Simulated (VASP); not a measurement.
Runs of VASP 6.6.1 on Ti. The structure is that of space group Im-3m (No. 229), or close to it. The cells are those of the table. 

```csv
task,level,cell,k mesh,cutoff (eV),gap on the mesh (eV),pressure (GPa),relaxed volume (Å³/atom)
single point,PBE+D3(BJ),"a = 2.767 Å, angles 109.5°, 1 atom",18 × 18 × 18,520,none,-0.4,-
single point,PBE+D3(BJ),"a = 2.842 Å, angles 109.5°, 1 atom",8 × 8 × 8,500,none,-8.5,-
single point,RPBE+D3(BJ),"a = 2.767 Å, angles 109.5°, 1 atom",18 × 18 × 18,500,none,-31.8,-
relaxation of cell and atoms,PBE+D3(BJ),"relaxed from a = 2.842 Å, angles 109.5°, 1 atom",8 × 8 × 8,500,none,0.0,(a)
relaxation of cell and atoms,PBE+D3(BJ),"relaxed from a = 2.767 Å, angles 109.5°, 1 atom",18 × 18 × 18,600,none,0.0,16.26
single point,PBE+D3(BJ),"a = 2.767 Å, angles 109.5°, 1 atom",8 × 8 × 8,500,none,-0.4,-
```

Alike in all rows: potentials or basis VASP PAW PBE potentials, release 64 (Ti_sv); no spin polarisation; smearing gaussian 0.1 eV.

Q: Estimate the missing entries.

A: (a) 16.27.

Caveats: pairwise dispersion overbinds metals, which lowers pressure and volume; the PAW data sets were made with another functional, which shifts forces and pressure a little (some runs).

A gap of «none» marks levels without a gap at the run's occupations.
